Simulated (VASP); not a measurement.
# Al3BP4 (P-43m) in VASP: further runs

Runs on Al3BP4. Level: PBE. Tasks: single point, relaxation of cell and atoms.

Program: VASP 6.6.1. These are calculated values, not measurements. Logs are shortened: lines on timing, memory, paths and dates and some standing lists are left out, and cuts for length are marked.

## Step 1: The cell of the first run

It takes space group P-43m (No. 215, cubic). The conventional cell has a = 5.277 Å, b = 5.277 Å, c = 5.277 Å, α = 90.00°, β = 90.00°, γ = 90.00°. Within 3.1 Å of Al (site symmetry -42m) lie 4 P at 2.37 Å. B (site symmetry -43m) has 4 P at 2.06 Å within 2.7 Å. P (site symmetry 3m) has 1 B at 2.06 Å and 3 Al at 2.37 Å within 2.7 Å.

## Step 2: Single point, PBE

INCAR reads:

```
PREC = Accurate
ENCUT = 520
EDIFF = 1E-6
ISMEAR = 0
SIGMA = 0.02
LREAL = F
LASPH = T
NELM = 60
ALGO = Normal
ISIF = 2
LWAVE = F
LCHARG = T
GGA = PE
LELF = T
LVHAR = T
NBANDS = 26
```

KPOINTS reads:

```
regular mesh
0
Gamma
  6 6 6
```

POSCAR reads:

```
Al3BP4
1.0
    5.2766456235      0.0000000000      0.0000000000
    0.0000000000      5.2766456235      0.0000000000
    0.0000000000      0.0000000000      5.2766456235
Al B P
3 1 4
Direct
    0.0000000000      0.0000000000      0.5000000000
    0.0000000000      0.5000000000      0.0000000000
    0.5000000000      0.0000000000      0.0000000000
    0.5000000000      0.5000000000      0.5000000000
    0.2740858935      0.2740858935      0.2740858935
    0.2740858935      0.7259141065      0.7259141065
    0.7259141065      0.2740858935      0.7259141065
    0.7259141065      0.7259141065      0.2740858935
```

Potentials or basis: VASP PAW PBE potentials, release 64 (Al, B, P).

Command:

```bash
> cat potpaw_PBE.64/Al/POTCAR potpaw_PBE.64/B/POTCAR potpaw_PBE.64/P/POTCAR > POTCAR
> mpirun -np 1 vasp_std > vasp.out
```

OUTCAR:

```text
PREC = Accurate
   ENCUT = 520
   EDIFF = 1E-6
   ISMEAR = 0
   LREAL = F
   LASPH = T
   NELM = 60
   ISIF = 2
   GGA = PE

 ion  position               nearest neighbor table
   1  0.000  0.000  0.500-   5 2.37   6 2.37   7 2.37   8 2.37
   2  0.000  0.500  0.000-   5 2.37   6 2.37   7 2.37   8 2.37
   3  0.500  0.000  0.000-   5 2.37   6 2.37   7 2.37   8 2.37
   4  0.500  0.500  0.500-   5 2.06   6 2.06   7 2.06   8 2.06
   5  0.274  0.274  0.274-   4 2.06   2 2.37   3 2.37   1 2.37
   6  0.274  0.726  0.726-   4 2.06   2 2.37   3 2.37   1 2.37
   7  0.726  0.274  0.726-   4 2.06   2 2.37   3 2.37   1 2.37
   8  0.726  0.726  0.274-   4 2.06   2 2.37   3 2.37   1 2.37

  LATTYP: Found a simple cubic cell.
 ALAT       =     5.2766456235

  Lattice vectors:

 A1 = (   5.2766456235,   0.0000000000,   0.0000000000)
 A2 = (   0.0000000000,   5.2766456235,   0.0000000000)
 A3 = (   0.0000000000,   0.0000000000,   5.2766456235)

Analysis of symmetry for initial positions (statically):
=====================================================================
 Subroutine PRICEL returns:
 Original cell was already a primitive cell.

 Routine SETGRP: Setting up the symmetry group for a
 simple cubic supercell.

 Subroutine GETGRP returns: Found 24 space group operations
 (whereof 24 operations were pure point group operations)
 out of a pool of 48 trial point group operations.

The static configuration has the point symmetry T_d .

Analysis of symmetry for dynamics (positions and initial velocities):
=====================================================================
 Subroutine PRICEL returns:
 Original cell was already a primitive cell.

 Routine SETGRP: Setting up the symmetry group for a
 simple cubic supercell.

 Subroutine GETGRP returns: Found 24 space group operations
 (whereof 24 operations were pure point group operations)
 out of a pool of 48 trial point group operations.

The dynamic configuration has the point symmetry T_d .

 Subroutine INISYM returns: Found 24 space group operations
 (whereof 24 operations are pure point group operations),
 and found     1 'primitive' translations

----------------------------------------------------------------------------------------

                                     Primitive cell

  volume of cell :     146.9176

  direct lattice vectors                    reciprocal lattice vectors
[... 100 lines left out ...]
   ISIF   =      2    stress and relaxation
   ISYM   =      2    0-nonsym 1-usesym 2-fastsym
   POTIM  = 0.5000    time-step for ionic-motion
   TEBEG  =    0.0;   TEEND  =   0.0 temperature during run
   PSTRESS=    0.0 pullay stress
   NELECT =      32.0000    total number of electrons
   NUPDOWN=      -1.0000    fix difference up-down
   EMIN   =  10.00;   EMAX   =-10.00  energy-range for DOS
   EFERMI =   0.00;   METHOD = LEGACY
   ISMEAR =     0;   SIGMA  =   0.02  broadening in eV -4-tet -1-fermi 0-gaus
   EFERMI_NEDOS =   21; number of points for ismear=-14 and -15
   IALGO  =     38    algorithm
   IMIX   =      4    mixing-type and parameters
     AMIX     =   0.40;   BMIX     =  1.00
     AMIX_MAG =   1.60;   BMIX_MAG =  1.00
  volume/ion in A,a.u.               =      18.36       123.93
  Fermi-wavevector in a.u.,A,eV,Ry     =   0.984994  1.861369 13.200550  0.970213
  Thomas-Fermi vector in A             =   2.116268
   LORBIT       =      0    0 simple, 1 ext, 2 COOP (PROOUT), +10 PAW based schemes
   GGA     = PE    functional components
   LHFCALC =     F    Hartree Fock is set to
   AEXX    =    0.0000 exact exchange contribution
   IVDW    =     0    specifies the selected vdW correction
   LEPSILON=     F    determine dielectric tensor
   LRPA    =     F    only Hartree local field effects (RPA)
 non-spin polarized calculation
 Gauss-broadening in eV      SIGMA  =   0.02
  energy-cutoff  :      520.00
  volume of cell :      146.92
 maximum number of plane-waves:      3980
 NGX is ok and might be reduce to    40
   NGX = 19   NGY = 19   NGZ = 19

 number of electron      32.0000002 magnetization

 Free energy of the ion-electron system (eV)
  ---------------------------------------------------
  ext. energy  EPLUGINS =         0.00000000
  ---------------------------------------------------
  free energy    TOTEN  =       -42.77361310 eV

  energy without entropy =      -42.77361310  energy(sigma->0) =      -42.77361310

 E-fermi :   5.2775     XC(G=0):  -9.4886

 val. band max:        5.1737207403   @ k =   0.0000   0.0000   0.0000
 cond. band min:       6.2107631140   @ k =   0.5000   0.5000   0.5000
 fundamental gap:      1.0370423736
 Fermi energy:         5.2774787591

 k-point     1 :       0.0000    0.0000    0.0000
  band No.  band energies     occupation
      1      -7.3262      2.00000
      2      -4.3859      2.00000
      3      -4.3859      2.00000
      4      -4.3859      2.00000
      5      -2.1199      2.00000
      6      -0.3611      2.00000
[... 569 lines left out ...]
     25       9.9395      0.00000
     26      10.1530      0.00000

------------------------ aborting loop because EDIFF is reached ----------------------------------------

  FORCE on cell =-STRESS in cart. coord.  units (eV):
  Direction    XX          YY          ZZ          XY          YZ          ZX
  --------------------------------------------------------------------------------------
  -------------------------------------------------------------------------------------
  Total       -0.0883464     -0.0883464     -0.0883464      0.0000000     -0.0000000      0.0000000
  in kB       -0.9634425     -0.9634425     -0.9634425      0.0000000     -0.0000000      0.0000000
  external PRESSURE =      -0.9634425 kB  Pullay stress =       0.0000000 kB

 VOLUME and BASIS-vectors are now :
 -----------------------------------------------------------------------------
  energy-cutoff  :      520.00
  volume of cell :      146.92
      direct lattice vectors                 reciprocal lattice vectors
     5.276645624  0.000000000  0.000000000     0.189514338  0.000000000  0.000000000
     0.000000000  5.276645624  0.000000000     0.000000000  0.189514338  0.000000000
     0.000000000  0.000000000  5.276645624     0.000000000  0.000000000  0.189514338

 POSITION                                       TOTAL-FORCE (eV/Angst)
 -----------------------------------------------------------------------------------
      0.00000      0.00000      2.63832        -0.000000      0.000000      0.000000
      0.00000      2.63832      0.00000        -0.000000     -0.000000      0.000000
      2.63832      0.00000      0.00000        -0.000000     -0.000000      0.000000
      2.63832      2.63832      2.63832        -0.000000     -0.000000      0.000000
      1.44625      1.44625      1.44625        -0.001423     -0.001423     -0.001423
      1.44625      3.83039      3.83039        -0.001423      0.001423      0.001423
      3.83039      1.44625      3.83039         0.001423     -0.001423      0.001423
      3.83039      3.83039      1.44625         0.001423      0.001423     -0.001423
 -----------------------------------------------------------------------------------
    total drift:                               -0.000000     -0.000000     -0.000000

  FREE ENERGIE OF THE ION-ELECTRON SYSTEM (eV)
  ---------------------------------------------------
  free  energy   TOTEN  =       -42.7736130971 eV

  energy  without entropy=      -42.7736130971  energy(sigma->0) =      -42.77361310
```

Run time: 40 s. Hardware: 1 thread of AMD EPYC 9R45 (Zen 5), shared host; peak memory 0.23 GiB.

Results:

| Quantity | Value |
| --- | --- |
| Free energy | -42.7736 eV |
| Pressure | -0.1 GPa |
| Band gap on the k mesh | 1.04 eV (least direct gap 1.42 eV) |

Forces in eV/Å, atoms in the order of the input:
```
Al   0.000  0.000  0.000
Al   0.000  0.000  0.000
Al   0.000  0.000  0.000
B    0.000  0.000  0.000
P   -0.001 -0.001 -0.001
P   -0.001  0.001  0.001
P    0.001 -0.001  0.001
P    0.001  0.001 -0.001
```

Levels at points of the mesh, in eV from the valence-band top:
```csv
k point,band 12,band 13,band 14,band 15,band 16,band 17,band 18,band 19,band 20,band 21
"(0.00, 0.00, 0.00)",-2.24,-2.24,0.00,0.00,0.00,1.42,1.42,1.42,1.51,2.15
"(0.50, 0.00, 0.00)",-2.95,-1.92,-1.92,-1.05,-1.05,1.91,2.40,3.76,4.13,4.18
"(0.50, 0.50, 0.00)",-2.75,-1.48,-1.48,-1.00,-0.47,2.58,2.76,3.91,3.91,4.73
"(0.50, 0.50, 0.50)",-0.74,-0.74,-0.74,-0.57,-0.57,1.04,2.97,2.97,2.97,4.07
```

## Step 3: Relaxation of cell and atoms, PBE

This run uses another cell than the first one, of 16.84 Å³/atom.

INCAR reads:

```
PREC = Accurate
ENCUT = 600
EDIFF = 1E-6
ISMEAR = 0
SIGMA = 0.1
LREAL = False
LASPH = True
NELM = 80
ALGO = Normal
ISIF = 3
LWAVE = False
LCHARG = False
GGA = PE
IBRION = 2
NSW = 90
EDIFFG = -0.04
```

KPOINTS reads:

```
regular mesh
0
Gamma
  4 4 4
```

POSCAR reads:

```
Al3BP4
1.0
    5.1262531100      0.0000000000      0.0000000000
    0.0000000000      5.1262531100      0.0000000000
    0.0000000000      0.0000000000      5.1262531100
Al B P
3 1 4
Direct
    0.0000000000      0.0000000000      0.5000000000
    0.0000000000      0.5000000000      0.0000000000
    0.5000000000      0.0000000000      0.0000000000
    0.5000000000      0.5000000000      0.5000000000
    0.2500000000      0.2500000000      0.2500000000
    0.2500000000      0.7500000000      0.7500000000
    0.7500000000      0.2500000000      0.7500000000
    0.7500000000      0.7500000000      0.2500000000
```

Potentials or basis: VASP PAW PBE potentials, release 64 (Al, B, P).

Command:

```bash
> cat potpaw_PBE.64/Al/POTCAR potpaw_PBE.64/B/POTCAR potpaw_PBE.64/P/POTCAR > POTCAR
> mpirun -np 1 vasp_std > vasp.out
```

Wall time 91 s (1 thread of AMD EPYC 9R45 (Zen 5), shared host); peak memory 0.24 GiB.

Results (log left out):

```
Free energy                           : -42.7672 eV
Relaxed volume                        : 18.41 Å³/atom
Relaxed cell                          : a = 5.281 Å, b = 5.281 Å, c = 5.281 Å, α = 90.00°, β = 90.00°, γ = 90.00°
Space group after relaxing (to 0.1 Å) : P-43m (No. 215)
Energy gained by relaxing             : 235.7 meV/atom
Ionic steps                           : 6
Pressure after relaxing               : -0.3 GPa
Band gap on the k mesh                : 1.03 eV (least direct gap 1.42 eV)
```

Step by step:
```tsv
step	energy change (eV)	largest force (eV/Å)	pressure (GPa)	volume (Å³)
1	0.0000	3.2110	14.17	134.71
2	-1.2285	0.5402	-8.72	165.89
3	-1.4789	1.2045	-3.99	155.68
4	-1.8376	0.4471	-1.74	149.95
5	-1.8858	0.0584	-0.24	147.12
6	-1.8858	0.0259	-0.33	147.29
```

Final structure:
```
Al B P
1.0
     5.28108    0.00000    0.00000
     0.00000    5.28108    0.00000
     0.00000    0.00000    5.28108
Al B P
3 1 4
Direct
  0.00000 0.00000 0.50000
  0.00000 0.50000 0.00000
  0.50000 0.00000 0.00000
  0.50000 0.50000 0.50000
  0.27424 0.27424 0.27424
  0.27424 0.72576 0.72576
  0.72576 0.27424 0.72576
  0.72576 0.72576 0.27424
```

Levels at points of the mesh, in eV from the valence-band top:
```csv
k point,band 13,band 14,band 15,band 16,band 17,band 18,band 19,band 20
"(0.00, 0.00, 0.00)",-2.23,0.00,0.00,0.00,1.42,1.42,1.42,1.51
"(0.50, 0.00, 0.00)",-1.92,-1.92,-1.05,-1.05,1.91,2.40,3.76,4.13
"(0.50, 0.50, 0.00)",-1.47,-1.47,-1.00,-0.47,2.58,2.75,3.91,3.91
"(0.50, 0.50, 0.50)",-0.73,-0.73,-0.57,-0.57,1.03,2.95,2.95,2.95
```

A k mesh can miss the band edges.

## Step 4: Relaxation of cell and atoms, PBE

INCAR reads:

```
SYSTEM = Al3BP4
ALGO = Normal
EDIFF = 1E-6
EDIFFG = -0.01
ENCUT = 600
GGA = PE
IBRION = 2
ISIF = 3
ISMEAR = 0
LASPH = .True.
LCHARG = .False.
LREAL = .False.
LWAVE = .False.
NELM = 80
NSW = 100
PREC = Accurate
SIGMA = 0.02
```

KPOINTS reads:

```
k-points
0
Gamma
  6 6 6
  0 0 0
```

POSCAR reads:

```
Al3BP4
1.0
    5.2756559133      0.0000000000      0.0000000000
    0.0000000000      5.2756559133      0.0000000000
    0.0000000000      0.0000000000      5.2756559133
Al B P
3 1 4
Direct
    0.0000000000      0.0000000000      0.5000000000
    0.0000000000      0.5000000000      0.0000000000
    0.5000000000      0.0000000000      0.0000000000
    0.5000000000      0.5000000000      0.5000000000
    0.2740891026      0.2740891026      0.2740891026
    0.2740891026      0.7259108974      0.7259108974
    0.7259108974      0.2740891026      0.7259108974
    0.7259108974      0.7259108974      0.2740891026
```

Command:

```bash
> cat potpaw_PBE.64/Al/POTCAR potpaw_PBE.64/B/POTCAR potpaw_PBE.64/P/POTCAR > POTCAR
> mpirun -np 1 vasp_std > vasp.out
```

It took 40 s on 1 thread of AMD EPYC 9R45 (Zen 5), shared host; peak memory 0.25 GiB.

The run converged. Its results:

```yaml
Free_energy: -42.7755 eV
Pressure_after_relaxing: 0.0 GPa
Band_gap_on_the_k_mesh: 1.04 eV (least direct gap 1.42 eV)
```

Final structure:
```xyz
8
Lattice="5.2757 0.0000 0.0000 0.0000 5.2757 0.0000 0.0000 0.0000 5.2757" Properties=species:S:1:pos:R:3 pbc="T T T"
Al    0.0000    0.0000    2.6378
Al    0.0000    2.6378    0.0000
Al    2.6378    0.0000    0.0000
B     2.6378    2.6378    2.6378
P     1.4460    1.4460    1.4460
P     1.4460    3.8297    3.8297
P     3.8297    1.4460    3.8297
P     3.8297    3.8297    1.4460
```

Levels at points of the mesh, in eV from the valence-band top:
```tsv
k point	band 12	band 13	band 14	band 15	band 16	band 17	band 18	band 19	band 20	band 21
(0.00, 0.00, 0.00)	-2.24	-2.24	0.00	0.00	0.00	1.42	1.42	1.42	1.50	2.15
(0.50, 0.00, 0.00)	-2.96	-1.92	-1.92	-1.05	-1.05	1.91	2.40	3.76	4.14	4.18
(0.50, 0.50, 0.00)	-2.75	-1.48	-1.48	-1.00	-0.47	2.59	2.77	3.91	3.91	4.73
(0.50, 0.50, 0.50)	-0.74	-0.74	-0.74	-0.57	-0.57	1.04	2.97	2.97	2.97	4.07
```

Caveat: the relaxation stopped at its first step, so nothing moved. A k mesh can miss the band edges.

## Step 5: Summary

```csv
task,cell,k mesh,cutoff (eV),smearing,gap on the mesh (eV),pressure (GPa)
single point,"a = 5.277 Å, 8 atoms, atomic positions A",6 × 6 × 6,520,gaussian 0.02 eV,1.04,-0.1
relaxation of cell and atoms,"relaxed from a = 5.126 Å, 8 atoms, atomic positions B",4 × 4 × 4,600,gaussian 0.1 eV,1.03,-0.3
relaxation of cell and atoms,"relaxed from a = 5.276 Å, 8 atoms, atomic positions A",6 × 6 × 6,600,gaussian 0.02 eV,1.04,0.0
```

Alike in all rows: level PBE; potentials or basis VASP PAW PBE potentials, release 64 (Al, B, P); no spin polarisation.

Caveats: the relaxation stopped at its first step, so nothing moved (at least some runs).

Absolute energies hang on the potentials; compare differences alone.
